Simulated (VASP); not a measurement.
Input of a VASP 6.6.1 run:

INCAR

```
  PREC = Accurate
  ENCUT = 520
  EDIFF = 1E-8
  ISMEAR = -1
  SIGMA = 0.01
  LREAL = False
  LASPH = True
  NELM = 80
  ALGO = Normal
  ISIF = 2
  LWAVE = False
  LCHARG = False
  GGA = PE
  LEFG = True
  NBANDS = 15
```

KPOINTS

```
regular mesh
0
Gamma
  9 9 9
```

File POSCAR:

```
KF
1.0
    0.0000000000      2.6602319280      2.7002350000
    2.6602319280      0.0000000000      2.7002350000
    2.6602319280      2.6602319280      0.0000000000
K F
1 1
Direct
    0.0000000000      0.0000000000      0.0000000000
    0.5000000000      0.5000000000      0.5000000000
```

Potentials or basis: VASP PAW PBE potentials, release 64 (K_sv, F).

Run with:

```bash
$ cat potpaw_PBE.64/K_sv/POTCAR potpaw_PBE.64/F/POTCAR > POTCAR
$ mpirun -np 1 vasp_std > vasp.out
```

Question: What does it give for the pressure?

Answer: 1.4 GPa.

Question: Estimate the band gap on the k mesh.

Answer: 6.15 eV.

Stress tensor (GPa, compression positive):
```
1.66 0.00 0.00
0.00 1.66 0.00
0.00 0.00 0.80
```

Caveat: without QUAD_EFG the Cq values of the log hold for a quadrupole moment of 1 mb, not for the nuclei. A k mesh can miss the band edges.
